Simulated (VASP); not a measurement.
# CaS (Oldhamite): single point with r2SCAN

CaS (Oldhamite):

```
CELL_PARAMETERS angstrom
0.00000 2.84300 2.84300
2.84300 0.00000 2.84300
2.84300 2.84300 0.00000
ATOMIC_POSITIONS crystal
Ca 0.00000 0.00000 0.00000
S 0.50000 0.50000 0.50000
```

* Program: VASP 6.6.1
* Task: single point
* Functional: r2SCAN
* Potentials or basis: VASP PAW PBE potentials, release 64 (Ca_sv, S)
* Cutoff: 550 eV
* k mesh: 6 × 6 × 6
* Occupations: gaussian, width 0.1 eV
* Spin: no spin polarisation

```
Pressure               : 0.6 GPa
Band gap on the k mesh : 2.79 eV, indirect (least direct gap 3.62 eV)
```

Levels at points of the mesh, in eV from the valence-band top:
```
           k point  band 5  band 6  band 7  band 8  band 9  band 10  band 11  band 12
(0.00, 0.00, 0.00)  -11.81    0.00    0.00    0.00    4.67     4.67     4.67     4.96
(0.50, 0.00, 0.00)  -10.97   -3.12   -1.17   -1.17    5.80     6.70     6.83     6.83
(0.50, 0.50, 0.00)  -11.17   -2.32   -0.83   -0.83    2.79     6.19     6.80     7.43
```

Wall time 50 s on 1 thread of Intel Xeon 6975P-C (shared host), peak memory 0.19 GiB.

Caveat: the PAW data sets were made with another functional, which shifts forces and pressure a little. r2SCAN opens gaps a little over a GGA but as a rule still falls short of measured ones.
